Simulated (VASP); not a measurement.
Runs of VASP 6.6.1 on CoSi2. The structure is that of space group Fm-3m (No. 225), or close to it. The cells are those of the table. 

| cell | gap on the mesh (eV) | pressure (GPa) |
| --- | --- | --- |
| a = 3.714, b = 3.714, c = 5.552 Å, 6 atoms | none | -3.7 |
| a = 3.715, b = 3.715, c = 5.472 Å, 6 atoms | none | -1.2 |
| a = 3.742, b = 3.742, c = 5.392 Å, 6 atoms | none | -1.3 |
| a = 3.777, b = 3.777, c = 5.233 Å, 6 atoms | none | 1.0 |
| a = 3.771, b = 3.771, c = 5.233 Å, 6 atoms | none | 1.7 |
| a = 3.757, b = 3.757, c = 5.313 Å, 6 atoms | none | 0.1 |
| a = 3.728, b = 3.728, c = 5.472 Å, 6 atoms | none | (c) |
| a = 3.735, b = 3.735, c = 5.392 Å, 6 atoms | none | (a) |
| a = 3.695, b = 3.695, c = 5.552 Å, 6 atoms | none | (b) |

Alike in all rows: task single point; level PBEsol; potentials or basis VASP PAW PBE potentials, release 64 (Co, Si); no spin polarisation; k mesh 10 × 10 × 8; cutoff (eV) 520; smearing gaussian 0.1 eV.

Estimate the missing entries.

(a) -0.5; (b) -1.8; (c) -2.5.

Caveats: the PAW data sets were made with another functional, which shifts forces and pressure a little; the run has no spin polarisation, though such a crystal can be magnetic; the stress differs along the axes, from -7 to -2 GPa (at least some runs); the stress differs along the axes, from -6 to 0 GPa (at least some runs).

A gap of «none» marks levels without a gap at the run's occupations.
